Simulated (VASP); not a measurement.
# HfC: single point with PBE

Crystal: HfC.

```
Hf C
1.0
     0.00000    2.30225    2.30225
     2.30225    0.00000    2.30225
     2.30225    2.30225    0.00000
Hf C
1 1
Direct
  0.50000 0.50000 0.50000
  0.00000 0.00000 0.00000
```

This cell differs from its parent crystal: volume scaled by 0.97.

```json
{
  "Program": "VASP 6.6.1",
  "Task": "single point",
  "Functional": "PBE",
  "Potentials or basis": "VASP PAW PBE potentials, release 64 (Hf_pv, C)",
  "Cutoff": "520 eV",
  "k mesh": "16 × 16 × 16",
  "Occupations": "gaussian, width 0.1 eV",
  "Spin": "no spin polarisation",
  "Dipole correction": "no",
  "Further INCAR settings": "ALGO = Normal; EDIFF = 1e-06; NBANDS = 14"
}
```

```
Pressure               : 7.0 GPa
Band gap on the k mesh : zero (band 7 reaches 7.20 eV, above the bottom of band 8 at 5.76 eV)
```

Levels at points of the mesh, in eV from the Fermi level:
| k point | band 4 | band 5 | band 6 | band 7 | band 8 | band 9 | band 10 | band 11 |
| --- | --- | --- | --- | --- | --- | --- | --- | --- |
| (0.00, 0.00, 0.00) | -12.44 | 1.04 | 1.04 | 1.04 | 1.42 | 1.42 | 1.42 | 3.51 |
| (0.50, 0.00, 0.00) | -8.51 | -6.25 | -3.06 | -3.06 | 5.51 | 5.51 | 6.00 | 6.72 |
| (0.50, 0.50, 0.00) | -10.52 | -2.53 | -1.85 | -0.04 | -0.04 | 5.51 | 7.00 | 7.00 |

Run time: 30 s on 1 thread of Intel(R) Xeon(R) Platinum 8259CL CPU @ 2.50GHz (Skylake/Cascade Lake) (shared host), peak memory 0.18 GiB.

Caveat: spin-orbit coupling is left out, which moves the levels of the heavy elements.
